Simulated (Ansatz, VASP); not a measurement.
## One calculation of TePb, two programs

INCAR

```
PREC = Accurate
ENCUT = 520
EDIFF = 1E-6
ISMEAR = 0
SIGMA = 0.05
LREAL = F
LASPH = T
NELM = 150
ALGO = Normal
ISIF = 2
LWAVE = F
LCHARG = F
MAGMOM = 0 0 0 0 0 0
LORBIT = 11
LSORBIT = T
GGA_COMPAT = F
LORBMOM = T
GGA = PE
NBANDS = 32
```

The input KPOINTS:

```
Automatic mesh
0
Gamma
  6 6 6
```

POSCAR

```
TePb
1.0
    0.0000000000      3.2847681709      3.2847681709
    3.2847681709      0.0000000000      3.2847681709
    3.2847681709      3.2847681709      0.0000000000
Pb Te
1 1
Direct
    0.5000000000      0.5000000000      0.5000000000
    0.0000000000      0.0000000000      0.0000000000
```

Input for Ansatz:

```yaml
crystal:
  lattice:
    - [0.0, 3.2847681709, 3.2847681709]
    - [3.2847681709, 0.0, 3.2847681709]
    - [3.2847681709, 3.2847681709, 0.0]
  atoms:
    - { symbol: Pb, position: [0.5, 0.5, 0.5] }
    - { symbol: Te, position: [0.0, 0.0, 0.0] }
basis:
  ecutwfc: 420
  ecutrho_ratio: 4
kpoints:
  mp_grid: { grid: [6, 6, 6] }
hamiltonian:
  xc: pbe
scf:
  occupations: { method: gaussian, width: 0.05 }
output:
  forces: true
  stress: true
  eigenvalues: true
  populations: true
magnetization:
  noncollinear: true
  spin_orbit: true
```

Alike in both runs: task single point; functional PBE; k mesh 6 × 6 × 6; occupations gaussian, width 0.05 eV; non-collinear spin, spin-orbit coupling.

```csv
,VASP,Ansatz
version,VASP 6.6.1,Ansatz 0.2.0
potentials or method,"VASP PAW PBE potentials, release 64 (Pb_d, Te), cutoff 520 eV","plane waves, PAW"
valence electrons in the cell,20,30
```

```tsv
	VASP	Ansatz	Ansatz less VASP
pressure (GPa)	0.0	-0.1	-0.09
net moment per atom (μB)	0.00	0.00	0.000
```

With one functional, cell and mesh, what is left measures potentials, basis and numerics. VASP's potentials hold 20 valence electrons a cell and Ansatz's 30, so a difference there can come from the potentials and not from the codes.
